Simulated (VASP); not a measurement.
Here is a VASP 6.6.1 calculation.

INCAR

```
SYSTEM = BP
PREC = Accurate
ENCUT = 520
EDIFF = 1E-6
ISMEAR = 0
SIGMA = 0.05
LREAL = .FALSE.
LASPH = .TRUE.
NELM = 80
ALGO = Normal
ISIF = 2
LWAVE = .FALSE.
LCHARG = .TRUE.
GGA = PE
LELF = .TRUE.
LVHAR = .TRUE.
NBANDS = 11
```

Contents of KPOINTS:

```
regular mesh
0
G
  12 12 12
  0 0 0
```

Contents of POSCAR:

```
BP
1.0
    0.0000000000      2.3969914441      2.1246157101
    2.1246157101      0.0000000000      2.1246157101
    2.1246157101      2.3969914441      0.0000000000
B P
1 1
Direct
    0.0000000000      0.0000000000      0.0000000000
    0.7500000000      0.7500000000      0.7500000000
```

Potentials or basis: VASP PAW PBE potentials, release 64 (B, P).

Run with:

```sh
$ cat potpaw_PBE.64/B/POTCAR potpaw_PBE.64/P/POTCAR > POTCAR
$ mpirun -np 1 vasp_std > vasp.out
```

Predict the pressure.

15.2 GPa.

What does it give for the band gap on the k mesh?

0.18 eV, indirect (least direct gap 2.92 eV).

Stress tensor (GPa, compression positive):
```
 28.53   0.00   0.00
  0.00 -11.51   0.00
  0.00   0.00  28.53
```

 A k mesh can miss the band edges.
